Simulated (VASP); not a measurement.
# AlNi (P4mm) in VASP: a series of runs

Runs on AlNi. Level: PBEsol. Tasks: single point.

Program: VASP 6.6.1. These are calculated values, not measurements. Logs are shortened: lines on timing, memory, paths and dates and some standing lists are left out, and cuts for length are marked.

### Step 1. The cell of the first run

It takes space group P4mm (No. 99, tetragonal). Conventional cell: a = 2.862 Å, b = 2.862 Å, c = 2.862 Å, α = 90.00°, β = 90.00°, γ = 90.00°. Al (site symmetry 4mm) has 8 Ni at 2.40 to 2.56 Å and 6 Al at 2.86 Å within 3.2 Å. Ni (site symmetry 4mm) has 8 Al at 2.40 to 2.56 Å and 6 Ni at 2.86 Å within 3.2 Å.

### Step 2. Single point, PBEsol (atoms displaced along a vibrational mode)

INCAR

```
ALGO     = Normal         # electronic algorithm
EDIFF    = 1E-7           # SCF threshold, eV
ENCUT    = 520            # plane-wave cutoff, eV
GGA      = PS             # functional
ISIF     = 2              # what is computed and relaxed
ISMEAR   = 0              # smearing method
LASPH    = T              # aspherical terms in the spheres
LCHARG   = F              # write CHGCAR
LREAL    = F              # projectors in reciprocal space
LWAVE    = F              # write WAVECAR
NBANDS   = 14             # bands
NELM     = 100            # most SCF steps
PREC     = Accurate       # precision mode
SIGMA    = 0.15           # smearing width, eV
```

KPOINTS

```
k-points
0
Gamma
  16 16 16
```

POSCAR

```
AlNi
1.0
    2.8618233745      0.0000000000      0.0000000000
    0.0000000000      2.8618233745      0.0000000000
    0.0000000000      0.0000000000      2.8618233745
Al Ni
1 1
Direct
    0.0000000000      0.0000000000     -0.0331956196
    0.5000000000      0.5000000000      0.5152601295
```

Potentials or basis: VASP PAW PBE potentials, release 64 (Al, Ni).

Command:

```console
cat potpaw_PBE.64/Al/POTCAR potpaw_PBE.64/Ni/POTCAR > POTCAR
mpirun -np 1 vasp_std > vasp.out
```

OUTCAR:

```text
EDIFF = 1E-7
   ENCUT = 520
   GGA = PS
   ISIF = 2
   ISMEAR = 0
   LASPH = T
   LREAL = F
   NELM = 100
   PREC = Accurate

 ion  position               nearest neighbor table
   1  0.000  0.000  0.967-   2 2.40   2 2.40   2 2.40   2 2.40   2 2.56   2 2.56   2 2.56   2 2.56

   2  0.500  0.500  0.515-   1 2.40   1 2.40   1 2.40   1 2.40   1 2.56   1 2.56   1 2.56   1 2.56

  LATTYP: Found a simple cubic cell.
 ALAT       =     2.8618233745

  Lattice vectors:

 A1 = (   2.8618233745,   0.0000000000,   0.0000000000)
 A2 = (   0.0000000000,   2.8618233745,   0.0000000000)
 A3 = (   0.0000000000,   0.0000000000,   2.8618233745)

Analysis of symmetry for initial positions (statically):
=====================================================================
 Subroutine PRICEL returns:
 Original cell was already a primitive cell.

 Routine SETGRP: Setting up the symmetry group for a
 simple cubic supercell.

 Subroutine GETGRP returns: Found  8 space group operations
 (whereof  8 operations were pure point group operations)
 out of a pool of 48 trial point group operations.

The static configuration has the point symmetry C_4v.

Analysis of symmetry for dynamics (positions and initial velocities):
=====================================================================
 Subroutine PRICEL returns:
 Original cell was already a primitive cell.

 Routine SETGRP: Setting up the symmetry group for a
 simple cubic supercell.

 Subroutine GETGRP returns: Found  8 space group operations
 (whereof  8 operations were pure point group operations)
 out of a pool of 48 trial point group operations.

The dynamic configuration has the point symmetry C_4v.

 Subroutine INISYM returns: Found  8 space group operations
 (whereof  8 operations are pure point group operations),
 and found     1 'primitive' translations

----------------------------------------------------------------------------------------

                                     Primitive cell

  volume of cell :      23.4384

  direct lattice vectors                    reciprocal lattice vectors
     2.861823375  0.000000000  0.000000000     0.349427574  0.000000000  0.000000000
     0.000000000  2.861823375  0.000000000     0.000000000  0.349427574  0.000000000
     0.000000000  0.000000000  2.861823375     0.000000000  0.000000000  0.349427574

  length of vectors
     2.861823375  2.861823375  2.861823375     0.349427574  0.349427574  0.349427574

  position of ions in fractional coordinates (direct lattice)
     0.000000000  0.000000000  0.966804380
     0.500000000  0.500000000  0.515260129

  ion indices of the primitive-cell ions
   primitive index   ion index
                 1           1
                 2           2

----------------------------------------------------------------------------------------

 KPOINTS: k-points

Automatic generation of k-mesh.
 Grid dimensions read from file:
 generate k-points for:   16   16   16

 Generating k-lattice:

  Cartesian coordinates                     Fractional coordinates (reciprocal lattice)
     0.021839223  0.000000000  0.000000000     0.062500000  0.000000000  0.000000000
     0.000000000  0.021839223  0.000000000     0.000000000  0.062500000  0.000000000
     0.000000000  0.000000000  0.021839223     0.000000000  0.000000000  0.062500000

  Length of vectors
     0.021839223  0.021839223  0.021839223

  Shift w.r.t. Gamma in fractional coordinates (k-lattice)
     0.000000000  0.000000000  0.000000000

 Subroutine IBZKPT returns following result:
 ===========================================

 Found    405 irreducible k-points:

 Following reciprocal coordinates:
            Coordinates               Weight
  0.000000  0.000000  0.000000      1.000000
  0.062500  0.000000  0.000000      4.000000
  0.000000  0.000000  0.062500      2.000000
  0.125000  0.000000  0.000000      4.000000
  0.000000  0.000000  0.125000      2.000000
  0.187500  0.000000  0.000000      4.000000
[... 16 lines left out ...]
  0.187500  0.062500  0.000000      8.000000
  0.000000  0.187500  0.062500      8.000000
 [... further k-points ...]
   k-points           NKPTS =    405   k-points in BZ     NKDIM =    405   number of bands    NBANDS=     14
   number of dos      NEDOS =    301   number of ions     NIONS =      2
   total plane-waves  NPLWV =  13824
   dimension x,y,z NGX =    24 NGY =   24 NGZ =   24
   dimension x,y,z NGXF=    48 NGYF=   48 NGZF=   48
   ions per type =               1   1
   NGX,Y,Z   is equivalent  to a cutoff of  13.94, 13.94, 13.94 a.u.
   NGXF,Y,Z  is equivalent  to a cutoff of  27.88, 27.88, 27.88 a.u.
 SYSTEM =  unknown system
   PREC   = accura    normal or accurate (medium, high low for compatibility)
   ISTART =      0    job   : 0-new  1-cont  2-samecut
   ICHARG =      2    charge: 1-file 2-atom 10-const
   ISPIN  =      1    spin polarized calculation?
   LNONCOLLINEAR =      F non collinear calculations
   LSORBIT =      F    spin-orbit coupling
   LASPH  =      T    aspherical Exc in radial PAW
   ENCUT  =  520.0 eV  38.22 Ry    6.18 a.u.   5.32  5.32  5.32*2*pi/ulx,y,z
   NELM   =    100;   NELMIN=  2; NELMDL= -5     # of ELM steps
   EDIFF  = 0.1E-06   stopping-criterion for ELM
   LREAL  =      F    real-space projection
   EDIFFG = 0.1E-05   stopping-criterion for IOM
   NSW    =      0    number of steps for IOM
   IBRION =     -1    ionic relax: 0-MD 1-quasi-New 2-CG
   NFREE  =      0    steps in history (QN), initial steepest desc. (CG)
   ISIF   =      2    stress and relaxation
   ISYM   =      2    0-nonsym 1-usesym 2-fastsym
   POTIM  = 0.5000    time-step for ionic-motion
   TEBEG  =    0.0;   TEEND  =   0.0 temperature during run
   PSTRESS=    0.0 pullay stress
   NELECT =      13.0000    total number of electrons
   NUPDOWN=      -1.0000    fix difference up-down
   EMIN   =  10.00;   EMAX   =-10.00  energy-range for DOS
   EFERMI =   0.00;   METHOD = LEGACY
   ISMEAR =     0;   SIGMA  =   0.15  broadening in eV -4-tet -1-fermi 0-gaus
   EFERMI_NEDOS =   21; number of points for ismear=-14 and -15
   IALGO  =     38    algorithm
   IMIX   =      4    mixing-type and parameters
     AMIX     =   0.40;   BMIX     =  1.00
     AMIX_MAG =   1.60;   BMIX_MAG =  1.00
  volume/ion in A,a.u.               =      11.72        79.09
  Fermi-wavevector in a.u.,A,eV,Ry     =   1.345075  2.541823 24.616019  1.809226
  Thomas-Fermi vector in A             =   2.473017
   LORBIT       =      0    0 simple, 1 ext, 2 COOP (PROOUT), +10 PAW based schemes
   GGA     = PS    functional components
   LHFCALC =     F    Hartree Fock is set to
   AEXX    =    0.0000 exact exchange contribution
   IVDW    =     0    specifies the selected vdW correction
   LEPSILON=     F    determine dielectric tensor
   LRPA    =     F    only Hartree local field effects (RPA)
 non-spin polarized calculation
 Gauss-broadening in eV      SIGMA  =   0.15
  energy-cutoff  :      520.00
  volume of cell :       23.44
 maximum number of plane-waves:       655
 NGX is ok and might be reduce to    24
   NGX = 11   NGY = 11   NGZ = 11

 number of electron      13.0000005 magnetization

 Free energy of the ion-electron system (eV)
  ---------------------------------------------------
  ext. energy  EPLUGINS =         0.00000000
  ---------------------------------------------------
  free energy    TOTEN  =       -11.53109548 eV

  energy without entropy =      -11.52263478  energy(sigma->0) =      -11.52686513

 E-fermi :  10.1588     XC(G=0): -12.2586

 val. band max:       10.1566281589   @ k =   0.5000   0.4375   0.3125
 cond. band min:      10.1598330160   @ k =   0.4375   0.4375   0.2500
 fundamental gap:      0.0032048570
 Fermi energy:        10.1587996761

 k-point     1 :       0.0000    0.0000    0.0000
  band No.  band energies     occupation
      1      -1.1131      2.00000
      2       6.7970      2.00000
      3       6.8181      2.00000
      4       8.5487      2.00000
      5       8.5686      2.00000
      6       8.5686      2.00000
      7      15.7499      0.00000
      8      15.7499      0.00000
      9      15.7571      0.00000
     10      18.3960      0.00000
     11      18.4107      0.00000
     12      24.1162      0.00000
     13      31.1134      0.00000
     14      31.1169      0.00000

 k-point     2 :       0.0625    0.0000    0.0000
  band No.  band energies     occupation
      1      -1.0401      2.00000
      2       6.7955      2.00000
      3       6.8327      2.00000
      4       8.5153      2.00000
      5       8.5366      2.00000
      6       8.5727      2.00000
      7      14.9317      0.00000
      8      15.8467      0.00000
      9      15.8815      0.00000
     10      18.4106      0.00000
     11      19.1142      0.00000
     12      24.3670      0.00000
     13      30.3365      0.00000
     14      30.4188      0.00000

 k-point     3 :       0.0000    0.0000    0.0625
  band No.  band energies     occupation
      1      -1.0402      2.00000
      2       6.8135      2.00000
      3       6.8143      2.00000
      4       8.5364      2.00000
      5       8.5364      2.00000
      6       8.5521      2.00000
      7      14.9568      0.00000
      8      15.8459      0.00000
      9      15.8459      0.00000
     10      18.3998      0.00000
     11      19.1432      0.00000
     12      24.3601      0.00000
     13      30.3236      0.00000
     14      30.3236      0.00000
[... 324 lines left out ...]
 k-point    23 :       0.1875    0.0625    0.0000
  band No.  band energies     occupation
      1      -0.3890      2.00000
      2       6.6988      2.00000
      3       6.9581      2.00000
      4       8.2545      2.00000
      5       8.3260      2.00000
      6       8.5674      2.00000
      7      12.2327      0.00000
      8      15.6967      0.00000
      9      16.7483      0.00000
     10      18.9751      0.00000
     11      21.5601      0.00000
     12      26.4354      0.00000
     13      26.5614      0.00000
     14      27.5890      0.00000

 k-point    24 :       0.0000    0.1875    0.0625
  band No.  band energies     occupation
      1      -0.3892      2.00000
      2       6.6988      2.00000
      3       6.9577      2.00000
      4       8.2805      2.00000
      5       8.3005      2.00000
      6       8.5673      2.00000
      7      12.2302      0.00000
      8      15.7463      0.00000
      9      16.6733      0.00000
     10      19.0129      0.00000
     11      21.5498      0.00000
     12      26.1864      0.00000
     13      26.9746      0.00000
     14      27.4349      0.00000

 [... further k-points ...]

------------------------ aborting loop because EDIFF is reached ----------------------------------------

  FORCE on cell =-STRESS in cart. coord.  units (eV):
  Direction    XX          YY          ZZ          XY          YZ          ZX
  --------------------------------------------------------------------------------------
  -------------------------------------------------------------------------------------
  Total        0.2779765      0.2779765      0.1254648      0.0000000      0.0000000     -0.0000000
  in kB       19.0016026     19.0016026      8.5763786      0.0000000      0.0000000     -0.0000000
  external PRESSURE =      15.5265279 kB  Pullay stress =       0.0000000 kB

 VOLUME and BASIS-vectors are now :
 -----------------------------------------------------------------------------
  energy-cutoff  :      520.00
  volume of cell :       23.44
      direct lattice vectors                 reciprocal lattice vectors
     2.861823375  0.000000000  0.000000000     0.349427574  0.000000000  0.000000000
     0.000000000  2.861823375  0.000000000     0.000000000  0.349427574  0.000000000
     0.000000000  0.000000000  2.861823375     0.000000000  0.000000000  0.349427574

 POSITION                                       TOTAL-FORCE (eV/Angst)
 -----------------------------------------------------------------------------------
      0.00000      0.00000      2.76682         0.000000      0.000000      0.867977
      1.43091      1.43091      1.47458         0.000000      0.000000     -0.867977
 -----------------------------------------------------------------------------------
    total drift:                                0.000000     -0.000000      0.000433

  FREE ENERGIE OF THE ION-ELECTRON SYSTEM (eV)
  ---------------------------------------------------
  free  energy   TOTEN  =       -11.5310954803 eV

  energy  without entropy=      -11.5226347796  energy(sigma->0) =      -11.52686513
```

Wall time 94 s (1 thread of AMD EPYC 9R45 (Zen 5), shared host); peak memory 0.22 GiB.

Results:

| Property | Result |
| --- | --- |
| Free energy | -11.5311 eV |
| Pressure | 1.6 GPa |
| Largest force | 0.868 eV/Å |
| Band gap on the k mesh | zero (an odd number of electrons rules out a gap without spin polarisation) |

Forces in eV/Å, atoms in the order of the input:
```
Al   0.000  0.000  0.868
Ni   0.000  0.000 -0.868
```

Caveat: the cell differs from its parent crystal (atoms displaced along a vibrational mode); the PAW data sets were made with another functional, which shifts forces and pressure a little.

### Step 3. Single point, PBEsol (atoms displaced along a vibrational mode, the cell strained)

INCAR

```
ALGO = Normal
EDIFF = 1E-6
ENCUT = 520
GGA = PS
ISIF = 2
ISMEAR = 0
LASPH = True
LCHARG = True
LELF = True
LREAL = False
LVHAR = True
LWAVE = False
NBANDS = 14
NELM = 100
PREC = Accurate
SIGMA = 0.15
```

KPOINTS is that of step 2.

POSCAR

```
AlNi
1.0
    2.8855765085      0.0000000000      0.0000000000
    0.0000000000      2.8855765085      0.0000000000
    0.0000000000      0.0000000000      2.8855765085
Al Ni
1 1
Direct
    0.0000000000      0.0000000000     -0.0331956196
    0.5000000000      0.5000000000      0.5152601295
```

Potentials or basis: VASP PAW PBE potentials, release 64 (Al, Ni).

Command:

```console
cat potpaw_PBE.64/Al/POTCAR potpaw_PBE.64/Ni/POTCAR > POTCAR
mpirun -np 1 vasp_std > vasp.out
```

Run time: 78 s. Hardware: 1 thread of AMD EPYC 9R45 (Zen 5), shared host; peak memory 0.22 GiB.

The run converged. Its results:

| Property | Result |
| --- | --- |
| Free energy | -11.5291 eV |
| Pressure | -2.6 GPa |
| Largest force | 0.793 eV/Å |
| Band gap on the k mesh | zero (an odd number of electrons rules out a gap without spin polarisation) |

Forces on the atoms (eV/Å):
```
Al   0.000  0.000  0.793
Ni   0.000  0.000 -0.793
```

Stress tensor (GPa, compression positive):
```
-2.28  0.00  0.00
 0.00 -2.28  0.00
 0.00  0.00 -3.17
```

Levels at points of the mesh, in eV from the Fermi level:
| k point | band 3 | band 4 | band 5 | band 6 | band 7 | band 8 | band 9 | band 10 | band 11 | band 12 |
| --- | --- | --- | --- | --- | --- | --- | --- | --- | --- | --- |
| (0.00, 0.00, 0.00) | -3.22 | -1.56 | -1.54 | -1.54 | 5.48 | 5.48 | 5.50 | 8.15 | 8.16 | 13.52 |
| (0.50, 0.00, 0.00) | -2.76 | -2.26 | -2.23 | -1.46 | -0.66 | 8.32 | 9.98 | 10.06 | 10.72 | 10.87 |
| (0.00, 0.00, 0.50) | -2.78 | -2.24 | -2.24 | -1.47 | -0.64 | 8.34 | 9.88 | 9.88 | 10.95 | 10.95 |
| (0.50, 0.50, 0.00) | -2.91 | -2.91 | -2.01 | -2.01 | -1.02 | 1.43 | 2.46 | 12.32 | 14.51 | 14.51 |
| (0.00, 0.50, 0.50) | -2.87 | -2.75 | -2.09 | -2.07 | -1.02 | 1.45 | 2.46 | 12.27 | 14.99 | 15.10 |
| (0.50, 0.50, 0.50) | -4.07 | -0.99 | -0.98 | 1.93 | 1.93 | 2.02 | 3.51 | 4.51 | 4.51 | 4.66 |

Caveat: the cell differs from its parent crystal (atoms displaced along a vibrational mode, the cell strained); the PAW data sets were made with another functional, which shifts forces and pressure a little.
